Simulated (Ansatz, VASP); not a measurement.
# One calculation of B5W, two programs

```
B W
1.0
     4.01197    0.00000    0.00000
     0.00000    4.01197    0.00000
     0.00000    0.00000    4.20006
B W
5 1
Direct
  0.50000 0.50000 0.66544
  0.50000 0.50000 0.33456
  0.50000 0.00000 0.50000
  0.00000 0.50000 0.50000
  0.50000 0.50000 0.00000
  0.00000 0.00000 0.00000
```

Alike in both runs: task relaxation of cell and atoms; functional PBE; k mesh 4 × 4 × 4; occupations gaussian, width 0.1 eV; no spin polarisation.

```csv
,VASP,Ansatz
version,VASP 6.6.1,Ansatz 0.2.0
potentials or method,"VASP PAW PBE potentials, release 64 (B, W_sv), cutoff 600 eV","scalar-relativistic, plane waves, PAW"
valence electrons in the cell,29,29
```

```tsv
	VASP	Ansatz	Ansatz less VASP
gap on the k mesh at the Fermi level, each at its own relaxed structure (eV)	none	none	-
relaxed volume (Å³/atom)	8.77	8.78	+0.007
relaxed cell length with the largest relative difference (Å)	6.015	6.021	+0.0057
```

A gap of «none» marks a metal or a gap that the smearing closes.

The k mesh is coarse, so the values compare programs but aren't converged. Neither program's run includes spin-orbit coupling. Noted on VASP's run: the volume moved by over 15 % at a fixed basis, so the end points are rough; too few bands were computed for a metal, which touches its energy and stress.
